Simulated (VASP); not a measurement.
A run of VASP 6.6.1 is set up as follows.

Contents of POSCAR:

```
NiO
1.0
    2.7830607900      0.0000000000      0.0000000000
   -1.3915303900      2.4102013400      0.0000000000
    0.0000000000      0.0000000000      2.7161294400
Ni O
1 1
Direct
    0.0000000000      0.0000000000      0.0000000000
    0.6666666667      0.3333333333      0.5000000000
```

File INCAR.step1:

```
SYSTEM = NiO
PREC = Accurate
ENCUT = 520
EDIFF = 1E-5
ISMEAR = -1
SIGMA = 0.05
LREAL = .False.
LASPH = .True.
NELM = 150
ALGO = Normal
ISIF = 2
LWAVE = .True.
LCHARG = .False.
ISPIN = 2
MAGMOM = 1 0
LORBIT = 11
LMAXMIX = 4
GGA = PE
NBANDS = 19
```

INCAR.step2

```
SYSTEM = NiO
PREC = Accurate
ENCUT = 520
EDIFF = 1E-7
ISMEAR = -1
SIGMA = 0.05
LREAL = .False.
LASPH = .True.
NELM = 150
ALGO = Normal
ISIF = 2
LWAVE = .False.
LCHARG = .False.
ISPIN = 2
MAGMOM = 1 0
LORBIT = 11
LMAXMIX = 4
GGA = PE
LHFCALC = .True.
HFSCREEN = 0.2079
PRECFOCK = Normal
ISTART = 1
NBANDS = 19
```

File KPOINTS:

```
Automatic mesh
0
Gamma
  6 6 5
  0 0 0
```

Potentials or basis: VASP PAW PBE potentials, release 64 (Ni, O).

The run is started by

```bash
$ cat potpaw_PBE.64/Ni/POTCAR potpaw_PBE.64/O/POTCAR > POTCAR
$ cp INCAR.step1 INCAR
$ mpirun -np 1 vasp_std > vasp.out
$ cp INCAR.step2 INCAR
$ mpirun -np 1 vasp_std > vasp.out
```

(1) What does it give for the pressure?

(2) Estimate the net moment.

## Answers

(1) 4.1 GPa.

(2) 2.00 μB per cell.

Caveat: the k points lie up to 0.46 Å⁻¹ apart; the PAW data sets were made with another functional, which shifts forces and pressure a little; a cell with one magnetic atom can't hold antiferromagnetic order, which such compounds often take.
